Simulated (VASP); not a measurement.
Wanted: the native input for a VASP 6.6.1 run.

* Task: single point
* Functional: LDA
* Potentials or basis: VASP PAW LDA potentials, release 64 (Ir)
* Cutoff: 500 eV
* k mesh: 18 × 18 × 10
* Occupations: gaussian, width 0.15 eV
* Spin: no spin polarisation
* Dipole correction: no
* Further INCAR settings: ALGO = Normal; EDIFF = 1e-06; NBANDS = 16

The structure of Ir lies in POSCAR:

```
Ir
1.0
    2.7052686553      0.0000000000      0.0000000000
   -1.3526343277      2.3428313795      0.0000000000
    0.0000000000      0.0000000000      4.2693000000
Ir
2
Direct
    0.6666666667      0.3333333333      0.7500000000
    0.3333333333      0.6666666667      0.2500000000
```

This isn't the form of Ir at room conditions, which is fcc.

One way to write it, as run:

INCAR

```
ALGO     = Normal         # electronic algorithm
EDIFF    = 1E-6           # SCF threshold, eV
ENCUT    = 500            # plane-wave cutoff, eV
GGA      = CA             # functional
GGA_COMPAT= False        
ISIF     = 2              # what is computed and relaxed
ISMEAR   = 0              # smearing method
LASPH    = True           # aspherical terms in the spheres
LCHARG   = False          # write CHGCAR
LREAL    = False          # projectors in reciprocal space
LWAVE    = False          # write WAVECAR
NBANDS   = 16             # bands
NELM     = 120            # most SCF steps
PREC     = Accurate       # precision mode
SIGMA    = 0.15           # smearing width, eV
```

KPOINTS

```
k-points
0
Gamma
  18 18 10
```

Potentials or basis: VASP PAW LDA potentials, release 64 (Ir).

Run with:

```bash
$ cat potpaw_LDA.64/Ir/POTCAR > POTCAR
$ mpirun -np 1 vasp_std > vasp.out
```

It gave:

| Item | Value |
| --- | --- |
| Pressure | 15.1 GPa |
| Band gap on the k mesh | zero (bands 9 and 10 overlap by 3.65 eV) |

Caveat: the stress differs along the axes, from 11 to 24 GPa; spin-orbit coupling is left out, which moves the levels of the heavy elements.

It took 25 s on 1 thread of AMD EPYC 9R45 96-Core Processor (Zen 5) (shared host), peak memory 0.16 GiB.
